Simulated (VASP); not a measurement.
# Rb3Al3Cl2 (R-3m) in VASP: a series of runs

Rb3Al3Cl2 is run at these levels: PBE; tasks: single point.

Everything below comes from runs of VASP 6.6.1. Logs are shortened: lines on timing, memory, paths and dates and some standing lists are left out, and cuts for length are marked.

**1. The cell of the first run**

It takes space group R-3m (No. 166, trigonal). Conventional cell: a = 6.388 Å, b = 6.388 Å, c = 21.504 Å, α = 90.00°, β = 90.00°, γ = 120.00°. Rb (site symmetry -3m) has 6 Al at 4.03 Å and 6 Cl at 4.07 Å and 6 Rb at 4.12 Å within 5.3 Å. Rb (site symmetry 3m) has 4 Rb at 3.50 to 4.12 Å and 4 Cl at 3.57 to 3.69 Å and 6 Al at 3.64 Å within 4.6 Å. Al (site symmetry 2/m) has 2 Cl at 2.62 Å and 4 Al at 3.19 Å within 3.4 Å. Cl (site symmetry 3m) has 3 Al at 2.62 Å within 3.4 Å.

**2. Single point, PBE**

Contents of INCAR:

```
  PREC = Accurate
  ENCUT = 520
  EDIFF = 1E-7
  ISMEAR = 0
  SIGMA = 0.0236
  LREAL = False
  LASPH = True
  NELM = 80
  ALGO = Normal
  ISIF = 2
  LWAVE = False
  LCHARG = False
  GGA = PE
  NBANDS = 35
```

Contents of KPOINTS:

```
Automatic mesh
0
Gamma
  4 4 4
```

Contents of POSCAR:

```
Rb3Al3Cl2
1.0
    3.1938050000      5.5318310000      0.0000000000
   -3.1938050000      5.5318310000      0.0000000000
   -3.1938050000      1.8439400000      7.1678440000
Rb Al Cl
3 3 2
Direct
    0.5000000000      0.0000000000      0.5000000000
    0.0813000000      0.8374000000      0.2439000000
    0.9187000000      0.1626000000      0.7561000000
    0.5000000000      0.5000000000      0.0000000000
    0.0000000000      0.5000000000      0.0000000000
    0.5000000000      0.0000000000      0.0000000000
    0.2471000000      0.5058000000      0.7413000000
    0.7529000000      0.4942000000      0.2587000000
```

Potentials or basis: VASP PAW PBE potentials, release 64 (Rb_sv, Al, Cl).

Command:

```sh
cat potpaw_PBE.64/Rb_sv/POTCAR potpaw_PBE.64/Al/POTCAR potpaw_PBE.64/Cl/POTCAR > POTCAR
mpirun -np 1 vasp_std > vasp.out
```

OUTCAR:

```text
PREC = Accurate
   ENCUT = 520
   EDIFF = 1E-7
   ISMEAR = 0
   LREAL = False
   LASPH = True
   NELM = 80
   ISIF = 2
   GGA = PE

 ion  position               nearest neighbor table
   1  0.500  0.000  0.500-   6 4.03   6 4.03   5 4.03   5 4.03   4 4.03   4 4.03   7 4.07   8 4.07
                             8 4.07   7 4.07   8 4.07   7 4.07   2 4.12   3 4.12   2 4.12   3 4.12
   2  0.081  0.837  0.244-   3 3.50   7 3.57   5 3.64   6 3.64   4 3.64   4 3.64   6 3.64   5 3.64
                             8 3.69   8 3.69   8 3.69   1 4.12   1 4.12   1 4.12   3 5.20   3 5.20
   3  0.919  0.163  0.756-   2 3.50   8 3.57   5 3.64   6 3.64   4 3.64   4 3.64   6 3.64   5 3.64
                             7 3.69   7 3.69   7 3.69   1 4.12   1 4.12   1 4.12   2 5.20   2 5.20
   4  0.500  0.500  0.000-   7 2.62   8 2.62   5 3.19   6 3.19   6 3.19   5 3.19   2 3.64   2 3.64
                             3 3.64   3 3.64   1 4.03   1 4.03
   5  0.000  0.500  0.000-   7 2.62   8 2.62   4 3.19   4 3.19   6 3.19   6 3.19   2 3.64   3 3.64
                             2 3.64   3 3.64   1 4.03   1 4.03
   6  0.500  0.000  0.000-   7 2.62   8 2.62   4 3.19   4 3.19   5 3.19   5 3.19   3 3.64   2 3.64
                             2 3.64   3 3.64   1 4.03   1 4.03
   7  0.247  0.506  0.741-   4 2.62   5 2.62   6 2.62   2 3.57   3 3.69   3 3.69   3 3.69   1 4.07
                             1 4.07   1 4.07
   8  0.753  0.494  0.259-   4 2.62   6 2.62   5 2.62   3 3.57   2 3.69   2 3.69   2 3.69   1 4.07
                             1 4.07   1 4.07

  LATTYP: Found a trigonal (rhomboedric) cell.
 ALAT       =     8.0609238124
 COS(alpha) =     0.6860379503

  Lattice vectors:

 A1 = (   3.1938050000,   1.8439400000,   7.1678440000)
 A2 = (  -3.1938050000,   1.8439400000,   7.1678440000)
 A3 = (   0.0000000000,  -3.6878910000,   7.1678440000)

Analysis of symmetry for initial positions (statically):
=====================================================================
 Subroutine PRICEL returns:
 Original cell was already a primitive cell.

 Routine SETGRP: Setting up the symmetry group for a
 trigonal (rhombohedral) supercell.

 Subroutine GETGRP returns: Found 12 space group operations
 (whereof 12 operations were pure point group operations)
 out of a pool of 12 trial point group operations.

The static configuration has the point symmetry D_3d.

Analysis of symmetry for dynamics (positions and initial velocities):
=====================================================================
 Subroutine PRICEL returns:
 Original cell was already a primitive cell.

 Routine SETGRP: Setting up the symmetry group for a
 trigonal (rhombohedral) supercell.

 Subroutine GETGRP returns: Found 12 space group operations
 (whereof 12 operations were pure point group operations)
 out of a pool of 12 trial point group operations.

The dynamic configuration has the point symmetry D_3d.

 Subroutine INISYM returns: Found 12 space group operations
 (whereof 12 operations are pure point group operations),
 and found     1 'primitive' translations

----------------------------------------------------------------------------------------

                                     Primitive cell

  volume of cell :     253.2771

  direct lattice vectors                    reciprocal lattice vectors
     3.193805000  5.531831000  0.000000000     0.156553077  0.090385986  0.046504035
    -3.193805000  5.531831000  0.000000000    -0.156553077  0.090385986 -0.093007930
    -3.193805000  1.843940000  7.167844000     0.000000000  0.000000000  0.139511965

  length of vectors
     6.387608675  6.387608675  8.060923812     0.186657755  0.203295272  0.139511965

  position of ions in fractional coordinates (direct lattice)
     0.500000000  1.000000000  0.500000000
     0.081300000  0.837400000  0.243900000
     0.918700000  0.162600000  0.756100000
     0.500000000  0.500000000  0.000000000
     1.000000000  0.500000000  0.000000000
     0.500000000  1.000000000  0.000000000
     0.247100000  0.505800000  0.741300000
     0.752900000  0.494200000  0.258700000

  ion indices of the primitive-cell ions
   primitive index   ion index
                 1           1
                 2           2
                 3           3
                 4           4
                 5           5
                 6           6
                 7           7
                 8           8

----------------------------------------------------------------------------------------

 KPOINTS: Automatic mesh

Automatic generation of k-mesh.
 Grid dimensions read from file:
 generate k-points for:    4    4    4

 Generating k-lattice:

  Cartesian coordinates                     Fractional coordinates (reciprocal lattice)
     0.039138269  0.022596497  0.011626009     0.250000000 -0.000000000  0.000000000
    -0.039138269  0.022596497 -0.023251983    -0.000000000  0.250000000  0.000000000
     0.000000000  0.000000000  0.034877991     0.000000000  0.000000000  0.250000000

  Length of vectors
     0.046664439  0.050823818  0.034877991

  Shift w.r.t. Gamma in fractional coordinates (k-lattice)
     0.000000000  0.000000000  0.000000000

 Subroutine IBZKPT returns following result:
 ===========================================

 Found     13 irreducible k-points:

 Following reciprocal coordinates:
            Coordinates               Weight
  0.000000  0.000000  0.000000      1.000000
  0.250000  0.000000  0.000000      6.000000
  0.500000  0.000000  0.000000      3.000000
  0.000000  0.250000 -0.000000      6.000000
  0.500000  0.250000  0.000000      6.000000
 -0.250000  0.250000 -0.000000     12.000000
  0.000000  0.500000 -0.000000      3.000000
  0.000000  0.000000  0.250000      2.000000
  0.250000  0.000000  0.250000      6.000000
  0.500000  0.000000  0.250000      6.000000
 -0.250000  0.500000  0.250000      6.000000
  0.000000 -0.250000  0.250000      6.000000
  0.000000  0.000000  0.500000      1.000000
   k-points           NKPTS =     13   k-points in BZ     NKDIM =     13   number of bands    NBANDS=     35
   number of dos      NEDOS =    301   number of ions     NIONS =      8
   total plane-waves  NPLWV = 138240
   dimension x,y,z NGX =    48 NGY =   48 NGZ =   60
   dimension x,y,z NGXF=    96 NGYF=   96 NGZF=  120
   ions per type =               3   3   2
   NGX,Y,Z   is equivalent  to a cutoff of  12.49, 12.49, 12.37 a.u.
   NGXF,Y,Z  is equivalent  to a cutoff of  24.99, 24.99, 24.75 a.u.
 SYSTEM =  unknown system
   PREC   = accura    normal or accurate (medium, high low for compatibility)
   ISTART =      0    job   : 0-new  1-cont  2-samecut
   ICHARG =      2    charge: 1-file 2-atom 10-const
   ISPIN  =      1    spin polarized calculation?
   LNONCOLLINEAR =      F non collinear calculations
   LSORBIT =      F    spin-orbit coupling
   LASPH  =      T    aspherical Exc in radial PAW
   ENCUT  =  520.0 eV  38.22 Ry    6.18 a.u.  11.88 11.88 14.99*2*pi/ulx,y,z
   NELM   =     80;   NELMIN=  2; NELMDL= -5     # of ELM steps
   EDIFF  = 0.1E-06   stopping-criterion for ELM
   LREAL  =      F    real-space projection
   EDIFFG = 0.1E-05   stopping-criterion for IOM
   NSW    =      0    number of steps for IOM
   IBRION =     -1    ionic relax: 0-MD 1-quasi-New 2-CG
   NFREE  =      0    steps in history (QN), initial steepest desc. (CG)
   ISIF   =      2    stress and relaxation
   ISYM   =      2    0-nonsym 1-usesym 2-fastsym
   POTIM  = 0.5000    time-step for ionic-motion
   TEBEG  =    0.0;   TEEND  =   0.0 temperature during run
   PSTRESS=    0.0 pullay stress
   NELECT =      50.0000    total number of electrons
   NUPDOWN=      -1.0000    fix difference up-down
   EMIN   =  10.00;   EMAX   =-10.00  energy-range for DOS
   EFERMI =   0.00;   METHOD = LEGACY
   ISMEAR =     0;   SIGMA  =   0.02  broadening in eV -4-tet -1-fermi 0-gaus
   EFERMI_NEDOS =   21; number of points for ismear=-14 and -15
   IALGO  =     38    algorithm
   IMIX   =      4    mixing-type and parameters
     AMIX     =   0.40;   BMIX     =  1.00
     AMIX_MAG =   1.60;   BMIX_MAG =  1.00
  volume/ion in A,a.u.               =      31.66       213.65
  Fermi-wavevector in a.u.,A,eV,Ry     =   0.953234  1.801351 12.363004  0.908655
  Thomas-Fermi vector in A             =   2.081870
   LORBIT       =      0    0 simple, 1 ext, 2 COOP (PROOUT), +10 PAW based schemes
   GGA     = PE    functional components
   LHFCALC =     F    Hartree Fock is set to
   AEXX    =    0.0000 exact exchange contribution
   IVDW    =     0    specifies the selected vdW correction
   LEPSILON=     F    determine dielectric tensor
   LRPA    =     F    only Hartree local field effects (RPA)
 non-spin polarized calculation
 Gauss-broadening in eV      SIGMA  =   0.02
  energy-cutoff  :      520.00
  volume of cell :      253.28
 maximum number of plane-waves:      6842
   NGX = 23   NGY = 23   NGZ = 29

 number of electron      50.0000001 magnetization

 Free energy of the ion-electron system (eV)
  ---------------------------------------------------
  ext. energy  EPLUGINS =         0.00000000
  ---------------------------------------------------
  free energy    TOTEN  =       -19.91016918 eV

  energy without entropy =      -19.90688921  energy(sigma->0) =      -19.90852920

 E-fermi :   3.1385     XC(G=0):  -7.9419

 val. band max:        3.1276798732   @ k =   0.0000  -0.2500   0.2500
 cond. band min:       3.1457937905   @ k =   0.2500   0.0000   0.2500
 fundamental gap:      0.0181139173
 Fermi energy:         3.1385392951

 k-point     1 :       0.0000    0.0000    0.0000
  band No.  band energies     occupation
      1     -25.7296      2.00000
      2     -24.9670      2.00000
      3     -24.9102      2.00000
      4     -14.0021      2.00000
      5     -13.9524      2.00000
      6      -9.9224      2.00000
[... 27 lines left out ...]
     34       6.7214      0.00000
     35       6.7214      0.00000
[... 425 lines left out ...]
      5     -13.9607      2.00000
      6      -9.9211      2.00000
[... 27 lines left out ...]
     34       6.8748      0.00000
     35       6.8748      0.00000

------------------------ aborting loop because EDIFF is reached ----------------------------------------

  FORCE on cell =-STRESS in cart. coord.  units (eV):
  Direction    XX          YY          ZZ          XY          YZ          ZX
  --------------------------------------------------------------------------------------
  -------------------------------------------------------------------------------------
  Total        0.6264279      0.6264275      7.4342762      0.0000000     -0.0000038      0.0000000
  in kB        3.9626510      3.9626488     47.0276672      0.0000000     -0.0000241      0.0000000
  external PRESSURE =      18.3176557 kB  Pullay stress =       0.0000000 kB

 VOLUME and BASIS-vectors are now :
 -----------------------------------------------------------------------------
  energy-cutoff  :      520.00
  volume of cell :      253.28
      direct lattice vectors                 reciprocal lattice vectors
     3.193805000  5.531831000  0.000000000     0.156553077  0.090385986  0.046504035
    -3.193805000  5.531831000  0.000000000    -0.156553077  0.090385986 -0.093007930
    -3.193805000  1.843940000  7.167844000     0.000000000  0.000000000  0.139511965

 POSITION                                       TOTAL-FORCE (eV/Angst)
 -----------------------------------------------------------------------------------
      0.00000      3.68789      3.58392        -0.000000     -0.000000      0.000000
     -3.19380      5.53183      1.74824        -0.000000     -0.000000      0.408766
      0.00000      7.37577      5.41961        -0.000000      0.000000     -0.408766
      0.00000      5.53183      0.00000        -0.000000     -0.000000      0.000000
     -1.59690      2.76592      0.00000        -0.000000      0.000000      0.000000
      1.59690      2.76592      0.00000        -0.000000      0.000000      0.000000
     -3.19380      5.53183      5.31352        -0.000000      0.000001     -2.132179
     -0.00000      7.37577      1.85432         0.000000     -0.000001      2.132179
 -----------------------------------------------------------------------------------
    total drift:                                0.000000      0.000000     -0.000000

  FREE ENERGIE OF THE ION-ELECTRON SYSTEM (eV)
  ---------------------------------------------------
  free  energy   TOTEN  =       -19.9101691834 eV

  energy  without entropy=      -19.9068892141  energy(sigma->0) =      -19.90852920
```

Run time: 91 s. Hardware: 1 thread of Intel Xeon Platinum 8488C (Sapphire Rapids), shared host; peak memory 0.42 GiB.

What came out:

```yaml
Free_energy: -19.9102 eV
Pressure: 1.8 GPa
Largest_force: 2.132 eV/Å
Band_gap_on_the_k_mesh: zero (band 25 reaches 3.89 eV, above the bottom of band 26 at 2.48 eV)
```

Forces on the atoms (eV/Å):
```
Rb   0.000  0.000  0.000
Rb   0.000  0.000  0.409
Rb   0.000  0.000 -0.409
Al   0.000  0.000  0.000
Al   0.000  0.000  0.000
Al   0.000  0.000  0.000
Cl   0.000  0.000 -2.132
Cl   0.000  0.000  2.132
```

Stress tensor (GPa, compression positive):
```
0.40 0.00 0.00
0.00 0.40 0.00
0.00 0.00 4.70
```

Caveat: forces of over 1 eV/Å act on the atoms, so gaps and moduli don't describe the material at rest.

[end of part 1 of 2]
